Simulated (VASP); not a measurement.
Input of a VASP 6.6.1 run:

POSCAR

```
PbO2
1.0
   -2.1132169370      2.1132169370      5.3767649591
    2.1132169370     -2.1132169370      5.3767649591
    2.1132169370      2.1132169370     -5.3767649591
Pb O
2 4
Direct
    0.0000000000      0.0000000000      0.0000000000
    0.7500000000      0.2500000000      0.5000000000
    0.9519996227      0.4519996227      0.5000000000
    0.2019996227      0.2019996227      0.0000000000
    0.5480003773      0.0480003773      0.5000000000
    0.7980003773      0.7980003773      0.0000000000
```

The input INCAR.step1:

```
  PREC = Accurate
  ENCUT = 520
  ISMEAR = 0
  SIGMA = 0.01
  LREAL = False
  LASPH = True
  NELM = 60
  NBANDS = 35
  GGA = PE
  ALGO = Normal
  EDIFF = 1E-4
  LWAVE = True
  LCHARG = False
```

File INCAR.step2:

```
  PREC = Accurate
  ENCUT = 520
  EDIFF = 1E-7
  ISMEAR = 0
  SIGMA = 0.01
  LREAL = False
  LASPH = True
  NELM = 60
  ALGO = Normal
  ISIF = 2
  LWAVE = False
  LCHARG = True
  METAGGA = R2SCAN
  LMIXTAU = True
  LELF = True
  LVHAR = True
  NBANDS = 35
  ISTART = 1
```

File KPOINTS:

```
regular mesh
0
Gamma
  12 12 12
```

Potentials or basis: VASP PAW PBE potentials, release 64 (Pb_d, O).

Run with:

```console
$ cat potpaw_PBE.64/Pb_d/POTCAR potpaw_PBE.64/O/POTCAR > POTCAR
$ cp INCAR.step1 INCAR
$ mpirun -np 1 vasp_std > vasp.out
$ cp INCAR.step2 INCAR
$ mpirun -np 1 vasp_std > vasp.out
```

(1) Estimate the band gap on the k mesh.

(2) Predict the pressure.

## Answers

(1) 0.16 eV (least direct gap 0.53 eV).

(2) 0.8 GPa.

Caveat: the PAW data sets were made with another functional, which shifts forces and pressure a little; spin-orbit coupling is left out, which moves the levels of the heavy elements.
